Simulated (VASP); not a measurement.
A run of VASP 6.6.1 is set up as follows.

The input INCAR:

```
SYSTEM = Be2Al
  PREC = Accurate
  ENCUT = 600
  EDIFF = 1E-7
  ISMEAR = 0
  SIGMA = 0.1
  LREAL = .FALSE.
  LASPH = .TRUE.
  NELM = 80
  ALGO = Normal
  ISIF = 3
  LWAVE = .FALSE.
  LCHARG = .FALSE.
  GGA = PE
  IBRION = 2
  NSW = 90
  EDIFFG = -0.04
```

The input KPOINTS:

```
regular mesh
0
G
  4 4 4
  0 0 0
```

POSCAR

```
Be2Al
1.0
    4.0785179324      0.0000000000      0.0000000000
    0.0000000000      4.0785179324      0.0000000000
    0.0000000000      0.0000000000      3.7649541965
Be Al
4 2
Direct
    0.1250000000      0.3333333333      0.0000000000
    0.8750000000      0.6666666667      0.0000000000
    0.6666666667      0.1250000000      0.5000000000
    0.3333333333      0.8750000000      0.5000000000
    0.5000000000      0.5000000000      0.0000000000
    0.5000000000      0.5000000000      0.5000000000
```

Potentials or basis: VASP PAW PBE potentials, release 64 (Be, Al).

Launch:

```bash
$ cat potpaw_PBE.64/Be/POTCAR potpaw_PBE.64/Al/POTCAR > POTCAR
$ mpirun -np 1 vasp_std > vasp.out
```

Predict the band gap on the k mesh.

zero (bands 7 and 8 overlap by 3.81 eV).

What does it give for the relaxed cell?

a = 4.239 Å, b = 4.239 Å, c = 4.827 Å, α = 90.00°, β = 90.00°, γ = 90.00°.

What does it give for the relaxed volume?

14.46 Å³/atom.

Predict the space group after relaxing (to 0.1 Å).

P4_2/mmc (No. 131).

Final structure:
```
Be Al
1.0
     4.23906    0.00000    0.00000
     0.00000    4.23906    0.00000
     0.00000    0.00000    4.82708
Be Al
4 2
Direct
  0.00067 0.24459 0.00000
  0.99933 0.75541 0.00000
  0.75541 0.00067 0.50000
  0.24459 0.99933 0.50000
  0.50000 0.50000 0.00000
  0.50000 0.50000 0.50000
```

Caveat: the k points lie up to 0.37 Å⁻¹ apart in the final cell, too coarse for converged energies and pressures of a metal; the volume moved by over 15 % at a fixed basis, so the end points are rough.
